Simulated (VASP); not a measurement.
Nd4O:

```
Nd O
1.0
     3.89197   -4.08684    0.00000
     3.89197    4.08684    0.00000
     0.00000    0.00000    3.49487
Nd O
4 1
Direct
  0.81060 0.18940 0.50000
  0.18940 0.81060 0.50000
  0.28520 0.28520 0.00000
  0.71480 0.71480 0.00000
  0.00000 0.00000 0.00000
```

The cell was generated, and may not be a known phase.

* Program: VASP 6.6.1
* Task: relaxation of cell and atoms
* Functional: PBE
* Potentials or basis: VASP PAW PBE potentials, release 64 (Nd_3, O), 4f in core
* Cutoff: 600 eV
* k mesh: 4 × 4 × 6
* Occupations: gaussian, width 0.1 eV
* Spin: no spin polarisation

At the start: pressure 22.5 GPa; volume 22.24 Å³/atom.

Question: Where does the relaxation end?

Answer: Over 37 steps the energy falls by 435.3 meV/atom and the volume is 28.70 Å³/atom (+29.1 %); space group Cmmm (No. 65, to 0.1 Å) before and after.

The path:
```csv
step,energy change (eV),largest force (eV/Å),pressure (GPa),volume (Å³)
1,0.0000,2.6328,22.52,111.18
2,-1.1134,0.9116,-6.83,169.43
3,-1.9472,0.3506,0.30,140.85
4,-1.9473,0.3254,0.56,140.21
5,-1.9703,0.2487,0.19,141.80
6,-1.9863,0.1335,-0.39,144.68
7,-1.9896,0.0249,0.28,143.36
8,-1.9897,0.0340,0.16,143.58
9,-1.9914,0.0158,0.11,143.93
10,-1.9925,0.0520,0.05,144.46
11,-1.9934,0.0631,-0.06,144.83
12,-1.9950,0.0962,-0.38,145.94
13,-1.9951,0.1108,-0.52,146.45
14,-1.9953,0.1111,-0.53,146.47
15,-1.9956,0.1122,-0.54,146.52
16,-1.9964,0.1142,-0.55,146.63
17,-1.9979,0.1182,-0.59,146.85
18,-2.0012,0.1248,-0.68,147.29
19,-2.0089,0.1288,-0.88,148.13
20,-2.0240,0.0808,-1.27,149.71
21,-2.0262,0.2595,-1.82,152.42
22,-2.0295,0.1460,-1.51,150.94
23,-2.0310,0.1568,-1.51,150.97
24,-2.0349,0.1914,-1.50,151.04
25,-2.0416,0.2695,-1.46,151.15
26,-2.0504,0.4666,-1.31,151.19
27,-2.0603,0.4787,-1.13,150.53
28,-2.0853,0.5164,-0.55,148.57
29,-2.1119,0.5963,0.74,144.65
30,-2.1132,0.6235,1.20,143.35
31,-2.1332,0.5113,1.05,143.09
32,-2.1660,0.1874,0.71,142.22
33,-2.1677,0.0857,0.63,141.93
34,-2.1732,0.0499,0.16,143.06
35,-2.1746,0.0205,-0.24,144.05
36,-2.1758,0.0284,-0.16,143.83
37,-2.1766,0.0395,-0.04,143.52
```

Final structure:
```
CELL_PARAMETERS angstrom
5.14454 -3.75470 0.00000
5.14454 3.75470 0.00000
0.00000 0.00000 3.71510
ATOMIC_POSITIONS crystal
Nd 0.77245 0.22755 0.50000
Nd 0.22755 0.77245 0.50000
Nd 0.24139 0.24139 0.00000
Nd 0.75861 0.75861 0.00000
O 0.00000 0.00000 0.00000
```

Caveat: the volume moved by over 15 % at a fixed basis, so the end points are rough; the run has no spin polarisation, though such a crystal can be magnetic.
